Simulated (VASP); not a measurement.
# RuBr2 (P-3m1) in VASP: a series of runs

The runs below take RuBr2 through relaxation of shape and atoms at fixed volume, with PBEsol.

All numbers are computed with VASP 6.6.1; they aren't measurements. Logs are shortened: lines on timing, memory, paths and dates and some standing lists are left out, and cuts for length are marked.

## (1) The cell of the first run

The structure is trigonal, space group P-3m1 (No. 164). Conventional cell: a = 3.694 Å, b = 3.694 Å, c = 5.658 Å, α = 90.00°, β = 90.00°, γ = 120.00°. Ru (site symmetry -3m) has 6 Br at 2.49 Å within 3.3 Å. Within 3.4 Å of Br (site symmetry 3m) lie 3 Ru at 2.49 Å and 3 Br at 3.33 Å.

## (2) Relaxation of shape and atoms at fixed volume, PBEsol (22.29 Å³/atom)

The input, INCAR:

```
ALGO     = Normal         # electronic algorithm
EDIFF    = 1E-6           # SCF threshold, eV
EDIFFG   = -0.01          # ionic threshold
ENCUT    = 600            # plane-wave cutoff, eV
GGA      = PS             # functional
IBRION   = 2              # ionic algorithm
ISIF     = 4              # what is computed and relaxed
ISMEAR   = 0              # smearing method
LASPH    = True           # aspherical terms in the spheres
LCHARG   = False          # write CHGCAR
LREAL    = False          # projectors in reciprocal space
LWAVE    = False          # write WAVECAR
NELM     = 100            # most SCF steps
NSW      = 60             # ionic steps
PREC     = Accurate       # precision mode
SIGMA    = 0.05           # smearing width, eV
```

The input, KPOINTS:

```
k-points
0
Gamma
  10 10 6
```

The input, POSCAR:

```
RuBr2
1.0
    3.6943322974      0.0000000000      0.0000000000
   -1.8471661487      3.1993856196      0.0000000000
    0.0000000000      0.0000000000      5.6581025754
Ru Br
1 2
Direct
    0.0000000000      0.0000000000      0.0000000000
    0.3333333333      0.6666666667      0.2254415927
    0.6666666667      0.3333333333      0.7745584073
```

Potentials or basis: VASP PAW PBE potentials, release 64 (Ru_pv, Br).

The run is started by

```bash
cat potpaw_PBE.64/Ru_pv/POTCAR potpaw_PBE.64/Br/POTCAR > POTCAR
mpirun -np 1 vasp_std > vasp.out
```

OUTCAR:

```text
EDIFF = 1E-6
   EDIFFG = -0.01
   ENCUT = 600
   GGA = PS
   IBRION = 2
   ISIF = 4
   ISMEAR = 0
   LASPH = True
   LREAL = False
   NELM = 100
   NSW = 60
   PREC = Accurate

 ion  position               nearest neighbor table
   1  0.000  0.000  0.000-   2 2.49   3 2.49   3 2.49   2 2.49   3 2.49   2 2.49
   2  0.333  0.667  0.225-   1 2.49   1 2.49   1 2.49
   3  0.667  0.333  0.775-   1 2.49   1 2.49   1 2.49

  LATTYP: Found a hexagonal cell.
 ALAT       =     3.6943322974
 C/A-ratio  =     1.5315629781

  Lattice vectors:

 A1 = (   3.6943322974,   0.0000000000,   0.0000000000)
 A2 = (  -1.8471661487,   3.1993856196,   0.0000000000)
 A3 = (   0.0000000000,   0.0000000000,   5.6581025754)

Analysis of symmetry for initial positions (statically):
=====================================================================
 Subroutine PRICEL returns:
 Original cell was already a primitive cell.

 Routine SETGRP: Setting up the symmetry group for a
 hexagonal supercell.

 Subroutine GETGRP returns: Found 12 space group operations
 (whereof 12 operations were pure point group operations)
 out of a pool of 24 trial point group operations.

The static configuration has the point symmetry D_3d.

Analysis of symmetry for dynamics (positions and initial velocities):
=====================================================================
 Subroutine PRICEL returns:
 Original cell was already a primitive cell.

 Routine SETGRP: Setting up the symmetry group for a
 hexagonal supercell.

 Subroutine GETGRP returns: Found 12 space group operations
 (whereof 12 operations were pure point group operations)
 out of a pool of 24 trial point group operations.

The dynamic configuration has the point symmetry D_3d.

 Subroutine INISYM returns: Found 12 space group operations
 (whereof 12 operations are pure point group operations),
 and found     1 'primitive' translations

----------------------------------------------------------------------------------------

                                     Primitive cell

  volume of cell :      66.8765

  direct lattice vectors                    reciprocal lattice vectors
     3.694332297  0.000000000  0.000000000     0.270684909  0.156280005  0.000000000
    -1.847166149  3.199385620  0.000000000     0.000000000  0.312560010  0.000000000
     0.000000000  0.000000000  5.658102575     0.000000000  0.000000000  0.176737694

  length of vectors
     3.694332297  3.694332297  5.658102575     0.312560010  0.312560010  0.176737694

  position of ions in fractional coordinates (direct lattice)
     0.000000000  0.000000000  0.000000000
     0.333333333  0.666666667  0.225441593
     0.666666667  0.333333333  0.774558407

  ion indices of the primitive-cell ions
   primitive index   ion index
                 1           1
                 2           2
                 3           3

----------------------------------------------------------------------------------------

 KPOINTS: k-points

Automatic generation of k-mesh.
 Grid dimensions read from file:
 generate k-points for:   10   10    6

 Generating k-lattice:

  Cartesian coordinates                     Fractional coordinates (reciprocal lattice)
     0.027068491  0.015628000  0.000000000     0.100000000 -0.000000000  0.000000000
     0.000000000  0.031256001  0.000000000     0.000000000  0.100000000  0.000000000
     0.000000000  0.000000000  0.029456282     0.000000000  0.000000000  0.166666667

  Length of vectors
     0.031256001  0.031256001  0.029456282

  Shift w.r.t. Gamma in fractional coordinates (k-lattice)
     0.000000000  0.000000000  0.000000000

 Subroutine IBZKPT returns following result:
 ===========================================

 Found     72 irreducible k-points:

 Following reciprocal coordinates:
            Coordinates               Weight
  0.000000  0.000000  0.000000      1.000000
  0.100000  0.000000  0.000000      6.000000
  0.200000  0.000000  0.000000      6.000000
  0.300000  0.000000  0.000000      6.000000
  0.400000  0.000000  0.000000      6.000000
  0.500000  0.000000  0.000000      3.000000
[... 16 lines left out ...]
  0.000000  0.400000  0.166667      6.000000
  0.500000  0.000000  0.166667      6.000000
 [... further k-points ...]
   k-points           NKPTS =     72   k-points in BZ     NKDIM =     72   number of bands    NBANDS=     18
   number of dos      NEDOS =    301   number of ions     NIONS =      3
   total plane-waves  NPLWV =  43200
   dimension x,y,z NGX =    30 NGY =   30 NGZ =   48
   dimension x,y,z NGXF=    60 NGYF=   60 NGZF=   96
   ions per type =               1   2
   NGX,Y,Z   is equivalent  to a cutoff of  13.50, 13.50, 14.10 a.u.
   NGXF,Y,Z  is equivalent  to a cutoff of  27.00, 27.00, 28.21 a.u.
 SYSTEM =  unknown system
   PREC   = accura    normal or accurate (medium, high low for compatibility)
   ISTART =      0    job   : 0-new  1-cont  2-samecut
   ICHARG =      2    charge: 1-file 2-atom 10-const
   ISPIN  =      1    spin polarized calculation?
   LNONCOLLINEAR =      F non collinear calculations
   LSORBIT =      F    spin-orbit coupling
   LASPH  =      T    aspherical Exc in radial PAW
   ENCUT  =  600.0 eV  44.10 Ry    6.64 a.u.   7.38  7.38 11.30*2*pi/ulx,y,z
   NELM   =    100;   NELMIN=  2; NELMDL= -5     # of ELM steps
   EDIFF  = 0.1E-05   stopping-criterion for ELM
   LREAL  =      F    real-space projection
   EDIFFG = -.1E-01   stopping-criterion for IOM
   NSW    =     60    number of steps for IOM
   IBRION =      2    ionic relax: 0-MD 1-quasi-New 2-CG
   NFREE  =      1    steps in history (QN), initial steepest desc. (CG)
   ISIF   =      4    stress and relaxation
   ISYM   =      2    0-nonsym 1-usesym 2-fastsym
   POTIM  = 0.5000    time-step for ionic-motion
   TEBEG  =    0.0;   TEEND  =   0.0 temperature during run
   PSTRESS=    0.0 pullay stress
   NELECT =      28.0000    total number of electrons
   NUPDOWN=      -1.0000    fix difference up-down
   EMIN   =  10.00;   EMAX   =-10.00  energy-range for DOS
   EFERMI =   0.00;   METHOD = LEGACY
   ISMEAR =     0;   SIGMA  =   0.05  broadening in eV -4-tet -1-fermi 0-gaus
   EFERMI_NEDOS =   21; number of points for ismear=-14 and -15
   IALGO  =     38    algorithm
   IMIX   =      4    mixing-type and parameters
     AMIX     =   0.40;   BMIX     =  1.00
     AMIX_MAG =   1.60;   BMIX_MAG =  1.00
  volume/ion in A,a.u.               =      22.29       150.43
  Fermi-wavevector in a.u.,A,eV,Ry     =   1.224719  2.314383 20.407870  1.499936
  Thomas-Fermi vector in A             =   2.359783
   LORBIT       =      0    0 simple, 1 ext, 2 COOP (PROOUT), +10 PAW based schemes
   GGA     = PS    functional components
   LHFCALC =     F    Hartree Fock is set to
   AEXX    =    0.0000 exact exchange contribution
   IVDW    =     0    specifies the selected vdW correction
   LEPSILON=     F    determine dielectric tensor
   LRPA    =     F    only Hartree local field effects (RPA)
 conjugate gradient relaxation of ions
 non-spin polarized calculation
 Gauss-broadening in eV      SIGMA  =   0.05
  energy-cutoff  :      600.00
  volume of cell :       66.88
 maximum number of plane-waves:      2267
 NGX is ok and might be reduce to    30
   NGX = 15   NGY = 15   NGZ = 23

--------------------------------------- Ionic step        1  -------------------------------------------

 number of electron      27.9999992 magnetization

 Free energy of the ion-electron system (eV)
  ---------------------------------------------------
  ext. energy  EPLUGINS =         0.00000000
  ---------------------------------------------------
  free energy    TOTEN  =       -14.10318496 eV

  energy without entropy =      -14.10318496  energy(sigma->0) =      -14.10318496

------------------------ aborting loop because EDIFF is reached ----------------------------------------

  FORCE on cell =-STRESS in cart. coord.  units (eV):
  Direction    XX          YY          ZZ          XY          YZ          ZX
  --------------------------------------------------------------------------------------
  -------------------------------------------------------------------------------------
  Total        1.1033911      1.1033911      0.7374692      0.0000000     -0.0000000      0.0000000
  in kB       26.4342320     26.4342320     17.6677439      0.0000000     -0.0000000      0.0000000
  external PRESSURE =      23.5120693 kB  Pullay stress =       0.0000000 kB

 VOLUME and BASIS-vectors are now :
 -----------------------------------------------------------------------------
  energy-cutoff  :      600.00
  volume of cell :       66.88
      direct lattice vectors                 reciprocal lattice vectors
     3.694332297  0.000000000  0.000000000     0.270684909  0.156280005  0.000000000
    -1.847166149  3.199385620  0.000000000     0.000000000  0.312560010  0.000000000
     0.000000000  0.000000000  5.658102575     0.000000000  0.000000000  0.176737694
[... 149 lines left out ...]
 POSITION                                       TOTAL-FORCE (eV/Angst)
 -----------------------------------------------------------------------------------
     -0.00000     -0.00000      5.59041         0.000000     -0.000000      0.000000
     -0.00000      2.14580      1.28570         0.000000      0.000000     -0.014723
      1.85832      1.07290      4.30471        -0.000000     -0.000000      0.014723
 -----------------------------------------------------------------------------------
    total drift:                                0.000000      0.000000      0.000000

  FREE ENERGIE OF THE ION-ELECTRON SYSTEM (eV)
  ---------------------------------------------------
  free  energy   TOTEN  =       -14.1115205249 eV

  energy  without entropy=      -14.1115205249  energy(sigma->0) =      -14.11152052

--------------------------------------- Ionic step        6  -------------------------------------------

 number of electron      28.0000001 magnetization

 Free energy of the ion-electron system (eV)
  ---------------------------------------------------
  ext. energy  EPLUGINS =         0.00000000
  ---------------------------------------------------
  free energy    TOTEN  =       -14.11163715 eV

  energy without entropy =      -14.11163715  energy(sigma->0) =      -14.11163715

 E-fermi :   5.4656     XC(G=0): -10.1787

 val. band max:        5.2054230054   @ k =   0.0000   0.2000   0.3333
 cond. band min:       5.9743428902   @ k =   0.0000   0.3000   0.3333
 fundamental gap:      0.7689198848
 Fermi energy:         5.4656293708

 k-point     1 :       0.0000    0.0000    0.0000
  band No.  band energies     occupation
      1     -36.8963      2.00000
      2     -36.8963      2.00000
      3     -36.8320      2.00000
      4     -12.1174      2.00000
      5     -10.7687      2.00000
      6      -1.6572      2.00000
[... 10 lines left out ...]
     17       8.6419      0.00000
     18       9.2181      0.00000
[... 463 lines left out ...]
 k-point    24 :       0.5000    0.0000    0.1667
  band No.  band energies     occupation
      1     -36.9310      2.00000
      2     -36.9042      2.00000
      3     -36.8255      2.00000
      4     -11.1113      2.00000
      5     -11.0384      2.00000
      6      -1.7796      2.00000
[... 10 lines left out ...]
     17       9.9398      0.00000
     18      10.8858      0.00000

 [... further k-points ...]

------------------------ aborting loop because EDIFF is reached ----------------------------------------

  FORCE on cell =-STRESS in cart. coord.  units (eV):
  Direction    XX          YY          ZZ          XY          YZ          ZX
  --------------------------------------------------------------------------------------
  -------------------------------------------------------------------------------------
  Total        0.2475547      0.2475547      0.2259059      0.0000000     -0.0000000      0.0000000
  in kB        5.9307325      5.9307325      5.4120865      0.0000000     -0.0000000      0.0000000
  external PRESSURE =       5.7578505 kB  Pullay stress =       0.0000000 kB

 VOLUME and BASIS-vectors are now :
 -----------------------------------------------------------------------------
  energy-cutoff  :      600.00
  volume of cell :       66.88
      direct lattice vectors                 reciprocal lattice vectors
     3.720101554  0.000000000  0.000000000     0.268809866  0.155197448  0.000000000
    -1.860050777  3.221702451 -0.000000000    -0.000000000  0.310394897  0.000000000
    -0.000000000 -0.000000000  5.579986374    -0.000000000  0.000000000  0.179211907

 POSITION                                       TOTAL-FORCE (eV/Angst)
 -----------------------------------------------------------------------------------
      0.00000      0.00000      0.00000         0.000000     -0.000000     -0.000000
     -0.00000      2.14780      1.28269         0.000000      0.000000     -0.003507
      1.86005      1.07390      4.29730        -0.000000     -0.000000      0.003507
 -----------------------------------------------------------------------------------
    total drift:                               -0.000000      0.000000     -0.000000

  FREE ENERGIE OF THE ION-ELECTRON SYSTEM (eV)
  ---------------------------------------------------
  free  energy   TOTEN  =       -14.1116371517 eV

  energy  without entropy=      -14.1116371517  energy(sigma->0) =      -14.11163715

 reached required accuracy - stopping structural energy minimisation
```

It took 2.7 min on 1 thread of Intel Xeon 6975P-C (Granite Rapids), shared host; peak memory 0.27 GiB.

Results:

| Item | Value |
| --- | --- |
| Free energy | -14.1116 eV |
| Energy gained by relaxing | 2.8 meV/atom |
| Ionic steps | 6 |
| Pressure after relaxing | 0.6 GPa |
| Largest force after relaxing | 0.004 eV/Å |
| Band gap on the k mesh | 0.77 eV (least direct gap 0.87 eV) |

Forces on the atoms (eV/Å):
```
Ru   0.000  0.000  0.000
Br   0.000  0.000 -0.004
Br   0.000  0.000  0.004
```

Step by step:
```tsv
step	energy change (eV)	largest force (eV/Å)	pressure (GPa)	volume (Å³)
1	0.0000	0.2374	2.35	66.88
2	-0.0053	0.1188	1.60	66.88
3	-0.0079	0.0391	0.61	66.88
4	-0.0079	0.0327	0.65	66.88
5	-0.0083	0.0147	0.61	66.88
6	-0.0085	0.0035	0.58	66.88
```

Final structure:
```yaml
crystal:
  lattice:
    - [3.72010, 0.00000, 0.00000]
    - [-1.86005, 3.22170, 0.00000]
    - [0.00000, 0.00000, 5.57999]
  atoms:
    - { symbol: Ru, position: [0.00000, 0.00000, 0.00000] }
    - { symbol: Br, position: [0.33333, 0.66667, 0.22987] }
    - { symbol: Br, position: [0.66667, 0.33333, 0.77013] }
```

Levels at points of the mesh, in eV from the valence-band top:
| k point | band 11 | band 12 | band 13 | band 14 | band 15 | band 16 | band 17 | band 18 |
| --- | --- | --- | --- | --- | --- | --- | --- | --- |
| (0.00, 0.00, 0.00) | -2.20 | -1.45 | -1.45 | -0.44 | 1.72 | 1.72 | 3.44 | 4.01 |
| (0.50, 0.00, 0.00) | -4.32 | -1.35 | -0.71 | -0.57 | 1.62 | 1.97 | 5.36 | 5.49 |
| (0.00, 0.00, 0.50) | -2.94 | -1.47 | -1.47 | -0.30 | 2.01 | 2.01 | 4.56 | 5.63 |
| (0.50, 0.00, 0.50) | -3.29 | -1.40 | -0.72 | -0.56 | 1.59 | 1.82 | 4.55 | 4.97 |

Caveat: the PAW data sets were made with another functional, which shifts forces and pressure a little; this functional lacks dispersion, which binds layers or chains, so the pressure and a relaxed spacing across them are unreliable.

[end of part 1 of 2]
